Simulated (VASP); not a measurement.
Bi: single point with r2SCAN

The system is Bi.

```
CELL_PARAMETERS angstrom
-1.98143 1.98143 1.98143
1.98143 -1.98143 1.98143
1.98143 1.98143 -1.98143
ATOMIC_POSITIONS crystal
Bi 0.00000 0.00000 0.00000
```

```json
{
 "Program": "VASP 6.6.1",
 "Task": "single point",
 "Functional": "r2SCAN",
 "Potentials or basis": "VASP PAW PBE potentials, release 64 (Bi_d)",
 "Cutoff": "550 eV",
 "k mesh": "6 × 6 × 6",
 "Occupations": "gaussian, width 0.1 eV",
 "Spin": "no spin polarisation",
 "Dipole correction": "no",
 "Further INCAR settings": "ALGO = Normal; EDIFF = 1e-06; NBANDS = 14"
}
```

```json
{"Pressure": "0.4 GPa"}
```

Levels at points of the mesh, in eV from the Fermi level:
| k point | band 3 | band 4 | band 5 | band 6 | band 7 | band 8 | band 9 | band 10 | band 11 | band 12 |
| --- | --- | --- | --- | --- | --- | --- | --- | --- | --- | --- |
| (0.00, 0.00, 0.00) | -23.42 | -23.28 | -23.28 | -13.80 | 5.66 | 5.66 | 5.66 | 10.44 | 11.60 | 11.60 |
| (0.50, 0.00, 0.00) | -23.29 | -23.29 | -23.19 | -10.56 | -4.99 | 1.88 | 4.03 | 6.89 | 8.31 | 13.60 |
| (0.50, 0.50, 0.50) | -23.21 | -23.21 | -23.21 | -8.25 | -1.66 | -1.66 | -1.66 | 4.33 | 4.33 | 16.55 |

Wall time 33 s on 1 thread of Intel(R) Xeon(R) Platinum 8259CL CPU @ 2.50GHz (Skylake/Cascade Lake) (shared host), peak memory 0.16 GiB.

Caveat: the k points lie up to 0.37 Å⁻¹ apart; the PAW data sets were made with another functional, which shifts forces and pressure a little; spin-orbit coupling is left out, which moves the levels of the heavy elements.
